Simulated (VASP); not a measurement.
# AgCl (Pm-3m) in VASP: a series of runs, part 2 of 2

VASP 6.6.1.

## 4. Single point, PBE

Contents of INCAR:

```
PREC     = Accurate       # precision mode
ENCUT    = 520            # plane-wave cutoff, eV
EDIFF    = 1E-7           # SCF threshold, eV
ISMEAR   = 0              # smearing method
SIGMA    = 0.02           # smearing width, eV
LREAL    = False          # projectors in reciprocal space
LASPH    = True           # aspherical terms in the spheres
NELM     = 60             # most SCF steps
ALGO     = Normal         # electronic algorithm
ISIF     = 2              # what is computed and relaxed
LWAVE    = False          # write WAVECAR
LCHARG   = False          # write CHGCAR
GGA      = PE             # functional
NBANDS   = 16             # bands
```

Contents of KPOINTS:

```
Automatic mesh
0
Gamma
  4 4 4
```

Contents of POSCAR:

```
AgCl
1.0
    3.4339730000      0.0000000000      0.0000000000
    0.0000000000      3.4339730000      0.0000000000
    0.0000000000      0.0000000000      3.4339730000
Ag Cl
1 1
Direct
    0.0000000000      0.0000000000      0.0000000000
    0.5000000000      0.5000000000      0.5000000000
```

Potentials or basis: VASP PAW PBE potentials, release 64 (Ag, Cl).

Launch:

```sh
cat potpaw_PBE.64/Ag/POTCAR potpaw_PBE.64/Cl/POTCAR > POTCAR
mpirun -np 1 vasp_std > vasp.out
```

OUTCAR:

```text
PREC = Accurate
   ENCUT = 520
   EDIFF = 1E-7
   ISMEAR = 0
   LREAL = False
   LASPH = True
   NELM = 60
   ISIF = 2
   GGA = PE

 ion  position               nearest neighbor table
   1  0.000  0.000  0.000-   2 2.97   2 2.97   2 2.97   2 2.97   2 2.97   2 2.97   2 2.97   2 2.97

   2  0.500  0.500  0.500-   1 2.97   1 2.97   1 2.97   1 2.97   1 2.97   1 2.97   1 2.97   1 2.97

  LATTYP: Found a simple cubic cell.
 ALAT       =     3.4339730000

  Lattice vectors:

 A1 = (   3.4339730000,   0.0000000000,   0.0000000000)
 A2 = (   0.0000000000,   3.4339730000,   0.0000000000)
 A3 = (   0.0000000000,   0.0000000000,   3.4339730000)

Analysis of symmetry for initial positions (statically):
=====================================================================
 Subroutine PRICEL returns:
 Original cell was already a primitive cell.

 Routine SETGRP: Setting up the symmetry group for a
 simple cubic supercell.

 Subroutine GETGRP returns: Found 48 space group operations
 (whereof 48 operations were pure point group operations)
 out of a pool of 48 trial point group operations.

The static configuration has the point symmetry O_h .

Analysis of symmetry for dynamics (positions and initial velocities):
=====================================================================
 Subroutine PRICEL returns:
 Original cell was already a primitive cell.

 Routine SETGRP: Setting up the symmetry group for a
 simple cubic supercell.

 Subroutine GETGRP returns: Found 48 space group operations
 (whereof 48 operations were pure point group operations)
 out of a pool of 48 trial point group operations.

The dynamic configuration has the point symmetry O_h .

 Subroutine INISYM returns: Found 48 space group operations
 (whereof 48 operations are pure point group operations),
 and found     1 'primitive' translations

----------------------------------------------------------------------------------------

                                     Primitive cell

  volume of cell :      40.4940

  direct lattice vectors                    reciprocal lattice vectors
     3.433973000  0.000000000  0.000000000     0.291207881  0.000000000  0.000000000
     0.000000000  3.433973000  0.000000000     0.000000000  0.291207881  0.000000000
     0.000000000  0.000000000  3.433973000     0.000000000  0.000000000  0.291207881

  length of vectors
     3.433973000  3.433973000  3.433973000     0.291207881  0.291207881  0.291207881

  position of ions in fractional coordinates (direct lattice)
     0.000000000  0.000000000  0.000000000
     0.500000000  0.500000000  0.500000000

  ion indices of the primitive-cell ions
   primitive index   ion index
                 1           1
                 2           2

----------------------------------------------------------------------------------------

 KPOINTS: Automatic mesh

Automatic generation of k-mesh.
 Grid dimensions read from file:
 generate k-points for:    4    4    4

 Generating k-lattice:

  Cartesian coordinates                     Fractional coordinates (reciprocal lattice)
     0.072801970  0.000000000  0.000000000     0.250000000  0.000000000  0.000000000
     0.000000000  0.072801970  0.000000000     0.000000000  0.250000000  0.000000000
     0.000000000  0.000000000  0.072801970     0.000000000  0.000000000  0.250000000

  Length of vectors
     0.072801970  0.072801970  0.072801970

  Shift w.r.t. Gamma in fractional coordinates (k-lattice)
     0.000000000  0.000000000  0.000000000

 Subroutine IBZKPT returns following result:
 ===========================================

 Found     10 irreducible k-points:

 Following reciprocal coordinates:
            Coordinates               Weight
  0.000000  0.000000  0.000000      1.000000
  0.250000  0.000000  0.000000      6.000000
  0.500000  0.000000  0.000000      3.000000
  0.250000  0.250000  0.000000     12.000000
  0.500000  0.250000  0.000000     12.000000
  0.500000  0.500000  0.000000      3.000000
  0.250000  0.250000  0.250000      8.000000
  0.500000  0.250000  0.250000     12.000000
  0.500000  0.500000  0.250000      6.000000
  0.500000  0.500000  0.500000      1.000000
   k-points           NKPTS =     10   k-points in BZ     NKDIM =     10   number of bands    NBANDS=     16
   number of dos      NEDOS =    301   number of ions     NIONS =      2
   total plane-waves  NPLWV =  21952
   dimension x,y,z NGX =    28 NGY =   28 NGZ =   28
   dimension x,y,z NGXF=    56 NGYF=   56 NGZF=   56
   ions per type =               1   1
   NGX,Y,Z   is equivalent  to a cutoff of  13.56, 13.56, 13.56 a.u.
   NGXF,Y,Z  is equivalent  to a cutoff of  27.11, 27.11, 27.11 a.u.
 SYSTEM =  unknown system
   PREC   = accura    normal or accurate (medium, high low for compatibility)
   ISTART =      0    job   : 0-new  1-cont  2-samecut
   ICHARG =      2    charge: 1-file 2-atom 10-const
   ISPIN  =      1    spin polarized calculation?
   LNONCOLLINEAR =      F non collinear calculations
   LSORBIT =      F    spin-orbit coupling
   LASPH  =      T    aspherical Exc in radial PAW
   ENCUT  =  520.0 eV  38.22 Ry    6.18 a.u.   6.38  6.38  6.38*2*pi/ulx,y,z
   NELM   =     60;   NELMIN=  2; NELMDL= -5     # of ELM steps
   EDIFF  = 0.1E-06   stopping-criterion for ELM
   LREAL  =      F    real-space projection
   EDIFFG = 0.1E-05   stopping-criterion for IOM
   NSW    =      0    number of steps for IOM
   IBRION =     -1    ionic relax: 0-MD 1-quasi-New 2-CG
   NFREE  =      0    steps in history (QN), initial steepest desc. (CG)
   ISIF   =      2    stress and relaxation
   ISYM   =      2    0-nonsym 1-usesym 2-fastsym
   POTIM  = 0.5000    time-step for ionic-motion
   TEBEG  =    0.0;   TEEND  =   0.0 temperature during run
   PSTRESS=    0.0 pullay stress
   NELECT =      18.0000    total number of electrons
   NUPDOWN=      -1.0000    fix difference up-down
   EMIN   =  10.00;   EMAX   =-10.00  energy-range for DOS
   EFERMI =   0.00;   METHOD = LEGACY
   ISMEAR =     0;   SIGMA  =   0.02  broadening in eV -4-tet -1-fermi 0-gaus
   EFERMI_NEDOS =   21; number of points for ismear=-14 and -15
   IALGO  =     38    algorithm
   IMIX   =      4    mixing-type and parameters
     AMIX     =   0.40;   BMIX     =  1.00
     AMIX_MAG =   1.60;   BMIX_MAG =  1.00
  volume/ion in A,a.u.               =      20.25       136.63
  Fermi-wavevector in a.u.,A,eV,Ry     =   1.249402  2.361027 21.238760  1.561005
  Thomas-Fermi vector in A             =   2.383444
   LORBIT       =      0    0 simple, 1 ext, 2 COOP (PROOUT), +10 PAW based schemes
   GGA     = PE    functional components
   LHFCALC =     F    Hartree Fock is set to
   AEXX    =    0.0000 exact exchange contribution
   IVDW    =     0    specifies the selected vdW correction
   LEPSILON=     F    determine dielectric tensor
   LRPA    =     F    only Hartree local field effects (RPA)
 non-spin polarized calculation
 Gauss-broadening in eV      SIGMA  =   0.02
  energy-cutoff  :      520.00
  volume of cell :       40.49
 maximum number of plane-waves:      1108
 NGX is ok and might be reduce to    28
   NGX = 13   NGY = 13   NGZ = 13

 number of electron      18.0000002 magnetization

 Free energy of the ion-electron system (eV)
  ---------------------------------------------------
  ext. energy  EPLUGINS =         0.00000000
  ---------------------------------------------------
  free energy    TOTEN  =        -5.09570822 eV

  energy without entropy =       -5.09570822  energy(sigma->0) =       -5.09570822

 E-fermi :   4.0617     XC(G=0): -10.3805

 val. band max:        3.8999227803   @ k =   0.5000   0.0000   0.0000
 cond. band min:       4.4618002737   @ k =   0.0000   0.0000   0.0000
 fundamental gap:      0.5618774934
 Fermi energy:         4.0616534026

 k-point     1 :       0.0000    0.0000    0.0000
  band No.  band energies     occupation
      1     -10.6581      2.00000
      2       1.1635      2.00000
      3       1.1635      2.00000
      4       2.1008      2.00000
      5       2.1008      2.00000
      6       2.1008      2.00000
[... 8 lines left out ...]
     15      17.5470      0.00000
     16      20.2929      0.00000
[... 153 lines left out ...]
 k-point    10 :       0.5000    0.5000    0.5000
  band No.  band energies     occupation
      1      -9.5270      2.00000
      2      -0.4017      2.00000
      3      -0.4017      2.00000
      4      -0.4017      2.00000
      5       2.4135      2.00000
      6       2.4135      2.00000
[... 8 lines left out ...]
     15      21.3327      0.00000
     16      21.3327      0.00000

------------------------ aborting loop because EDIFF is reached ----------------------------------------

  FORCE on cell =-STRESS in cart. coord.  units (eV):
  Direction    XX          YY          ZZ          XY          YZ          ZX
  --------------------------------------------------------------------------------------
  -------------------------------------------------------------------------------------
  Total       -0.0058809     -0.0058809     -0.0058809      0.0000000     -0.0000000     -0.0000000
  in kB       -0.2326810     -0.2326810     -0.2326810      0.0000000     -0.0000000     -0.0000000
  external PRESSURE =      -0.2326810 kB  Pullay stress =       0.0000000 kB

 VOLUME and BASIS-vectors are now :
 -----------------------------------------------------------------------------
  energy-cutoff  :      520.00
  volume of cell :       40.49
      direct lattice vectors                 reciprocal lattice vectors
     3.433973000  0.000000000  0.000000000     0.291207881  0.000000000  0.000000000
     0.000000000  3.433973000  0.000000000     0.000000000  0.291207881  0.000000000
     0.000000000  0.000000000  3.433973000     0.000000000  0.000000000  0.291207881

 POSITION                                       TOTAL-FORCE (eV/Angst)
 -----------------------------------------------------------------------------------
      0.00000      0.00000      0.00000         0.000000      0.000000      0.000000
      1.71699      1.71699      1.71699         0.000000      0.000000      0.000000
 -----------------------------------------------------------------------------------
    total drift:                               -0.000000      0.000000      0.000000

  FREE ENERGIE OF THE ION-ELECTRON SYSTEM (eV)
  ---------------------------------------------------
  free  energy   TOTEN  =        -5.0957082154 eV

  energy  without entropy=       -5.0957082154  energy(sigma->0) =       -5.09570822
```

Wall time 8.9 s (1 thread of Intel Xeon Platinum 8488C (Sapphire Rapids), shared host); peak memory 0.15 GiB.

What came out:

```
Free energy            : -5.0957 eV
Pressure               : 0.0 GPa
Band gap on the k mesh : 0.56 eV, indirect (least direct gap 2.05 eV)
```

Caveat: the k points lie up to 0.46 Å⁻¹ apart. As with any semilocal functional, this PBE gap is likely too small.

## 5. Single point, PBE

Contents of INCAR:

```
  ALGO = Normal
  EDIFF = 1E-6
  ENCUT = 520
  GGA = PE
  ISIF = 2
  ISMEAR = 0
  LASPH = T
  LCHARG = F
  LREAL = F
  LWAVE = F
  NBANDS = 16
  NELM = 80
  PREC = Accurate
  SIGMA = 0.02
```

Contents of KPOINTS:

```
k-points
0
Gamma
  6 6 6
```

POSCAR is that of step 4.

Potentials or basis: VASP PAW PBE potentials, release 64 (Ag, Cl).

Launch:

```sh
cat potpaw_PBE.64/Ag/POTCAR potpaw_PBE.64/Cl/POTCAR > POTCAR
mpirun -np 1 vasp_std > vasp.out
```

OUTCAR:

```text
EDIFF = 1E-6
   ENCUT = 520
   GGA = PE
   ISIF = 2
   ISMEAR = 0
   LASPH = T
   LREAL = F
   NELM = 80
   PREC = Accurate

 ion  position               nearest neighbor table
   1  0.000  0.000  0.000-   2 2.97   2 2.97   2 2.97   2 2.97   2 2.97   2 2.97   2 2.97   2 2.97

   2  0.500  0.500  0.500-   1 2.97   1 2.97   1 2.97   1 2.97   1 2.97   1 2.97   1 2.97   1 2.97

  LATTYP: Found a simple cubic cell.
 ALAT       =     3.4339730000

  Lattice vectors:

 A1 = (   3.4339730000,   0.0000000000,   0.0000000000)
 A2 = (   0.0000000000,   3.4339730000,   0.0000000000)
 A3 = (   0.0000000000,   0.0000000000,   3.4339730000)

Analysis of symmetry for initial positions (statically):
=====================================================================
 Subroutine PRICEL returns:
 Original cell was already a primitive cell.

 Routine SETGRP: Setting up the symmetry group for a
 simple cubic supercell.

 Subroutine GETGRP returns: Found 48 space group operations
 (whereof 48 operations were pure point group operations)
 out of a pool of 48 trial point group operations.

The static configuration has the point symmetry O_h .

Analysis of symmetry for dynamics (positions and initial velocities):
=====================================================================
 Subroutine PRICEL returns:
 Original cell was already a primitive cell.

 Routine SETGRP: Setting up the symmetry group for a
 simple cubic supercell.

 Subroutine GETGRP returns: Found 48 space group operations
 (whereof 48 operations were pure point group operations)
 out of a pool of 48 trial point group operations.

The dynamic configuration has the point symmetry O_h .

 Subroutine INISYM returns: Found 48 space group operations
 (whereof 48 operations are pure point group operations),
 and found     1 'primitive' translations

[... 106 lines left out ...]
   IALGO  =     38    algorithm
   IMIX   =      4    mixing-type and parameters
     AMIX     =   0.40;   BMIX     =  1.00
     AMIX_MAG =   1.60;   BMIX_MAG =  1.00
  volume/ion in A,a.u.               =      20.25       136.63
  Fermi-wavevector in a.u.,A,eV,Ry     =   1.249402  2.361027 21.238760  1.561005
  Thomas-Fermi vector in A             =   2.383444
   LORBIT       =      0    0 simple, 1 ext, 2 COOP (PROOUT), +10 PAW based schemes
   GGA     = PE    functional components
   LHFCALC =     F    Hartree Fock is set to
   AEXX    =    0.0000 exact exchange contribution
   IVDW    =     0    specifies the selected vdW correction
   LEPSILON=     F    determine dielectric tensor
   LRPA    =     F    only Hartree local field effects (RPA)
 non-spin polarized calculation
 Gauss-broadening in eV      SIGMA  =   0.02
  energy-cutoff  :      520.00
  volume of cell :       40.49
 maximum number of plane-waves:      1108
 NGX is ok and might be reduce to    28
   NGX = 13   NGY = 13   NGZ = 13

 number of electron      18.0000002 magnetization

 Free energy of the ion-electron system (eV)
  ---------------------------------------------------
  ext. energy  EPLUGINS =         0.00000000
  ---------------------------------------------------
  free energy    TOTEN  =        -5.12017670 eV

  energy without entropy =       -5.12017670  energy(sigma->0) =       -5.12017670

 E-fermi :   4.0149     XC(G=0): -10.3843

 val. band max:        3.8863467184   @ k =   0.5000   0.0000   0.0000
 cond. band min:       4.4591549840   @ k =   0.0000   0.0000   0.0000
 fundamental gap:      0.5728082657
 Fermi energy:         4.0148715426

 k-point     1 :       0.0000    0.0000    0.0000
  band No.  band energies     occupation
      1     -10.6813      2.00000
      2       1.1698      2.00000
      3       1.1698      2.00000
      4       2.1069      2.00000
      5       2.1069      2.00000
      6       2.1069      2.00000
[... 357 lines left out ...]
      3      -0.4093      2.00000
      4      -0.4093      2.00000
      5       2.4207      2.00000
      6       2.4207      2.00000
[... 8 lines left out ...]
     15      21.3203      0.00000
     16      21.3203      0.00000

------------------------ aborting loop because EDIFF is reached ----------------------------------------

  FORCE on cell =-STRESS in cart. coord.  units (eV):
  Direction    XX          YY          ZZ          XY          YZ          ZX
  --------------------------------------------------------------------------------------
  -------------------------------------------------------------------------------------
  Total       -0.0593385     -0.0593385     -0.0593385      0.0000000      0.0000000     -0.0000000
  in kB       -2.3477754     -2.3477754     -2.3477754      0.0000000      0.0000000     -0.0000000
  external PRESSURE =      -2.3477754 kB  Pullay stress =       0.0000000 kB

 VOLUME and BASIS-vectors are now :
 -----------------------------------------------------------------------------
  energy-cutoff  :      520.00
  volume of cell :       40.49
      direct lattice vectors                 reciprocal lattice vectors
     3.433973000  0.000000000  0.000000000     0.291207881  0.000000000  0.000000000
     0.000000000  3.433973000  0.000000000     0.000000000  0.291207881  0.000000000
     0.000000000  0.000000000  3.433973000     0.000000000  0.000000000  0.291207881

 POSITION                                       TOTAL-FORCE (eV/Angst)
 -----------------------------------------------------------------------------------
      0.00000      0.00000      0.00000         0.000000      0.000000      0.000000
      1.71699      1.71699      1.71699         0.000000      0.000000      0.000000
 -----------------------------------------------------------------------------------
    total drift:                               -0.000000      0.000000      0.000000

  FREE ENERGIE OF THE ION-ELECTRON SYSTEM (eV)
  ---------------------------------------------------
  free  energy   TOTEN  =        -5.1201767014 eV

  energy  without entropy=       -5.1201767014  energy(sigma->0) =       -5.12017670
```

stdout:

```text
POSCAR found type information on POSCAR AgCl
 POSCAR found :  2 types and       2 ions
 scaLAPACK will be used
 LDA part: xc-table for (Slater+PW92), standard interpolation
 POSCAR, INCAR and KPOINTS ok, starting setup
 FFT: planning ... GRIDC
 FFT: planning ... GRID_SOFT
 FFT: planning ... GRID
 WAVECAR not read
 entering main loop
```

It took 15 s on 1 thread of Intel Xeon Platinum 8488C (Sapphire Rapids), shared host; peak memory 0.16 GiB.

Results:

```yaml
Free_energy: -5.1202 eV
Pressure: -0.2 GPa
Band_gap_on_the_k_mesh: 0.57 eV, indirect (least direct gap 2.07 eV)
```

Levels at points of the mesh, in eV from the valence-band top:
```csv
k point,band 5,band 6,band 7,band 8,band 9,band 10,band 11,band 12,band 13,band 14
"(0.00, 0.00, 0.00)",-1.78,-1.78,-1.50,-1.50,-1.50,0.57,9.44,9.44,13.66,13.66
"(0.50, 0.00, 0.00)",-2.57,-1.73,-1.42,0.00,0.00,4.91,5.51,9.42,10.02,10.02
"(0.50, 0.50, 0.00)",-2.09,-2.06,-2.06,-1.48,-0.88,2.81,8.93,8.93,10.62,13.73
"(0.50, 0.50, 0.50)",-1.47,-1.47,-0.17,-0.17,-0.17,4.80,4.80,4.80,6.75,17.43
```

## 6. Overview

```tsv
k mesh	gap on the mesh (eV)	pressure (GPa)
1 × 1 × 1	1.23	3.1
2 × 2 × 2	0.33	6.9
4 × 4 × 4	0.56	0.0
6 × 6 × 6	0.57	-0.2
```

Alike in all rows: task single point; level PBE; potentials or basis VASP PAW PBE potentials, release 64 (Ag, Cl); no spin polarisation; cell as given; cutoff (eV) 520; smearing gaussian 0.02 eV.

Caveats: some runs use coarse meshes.

Total energies depend on the potentials used, so only differences within one code and one set of settings carry meaning.
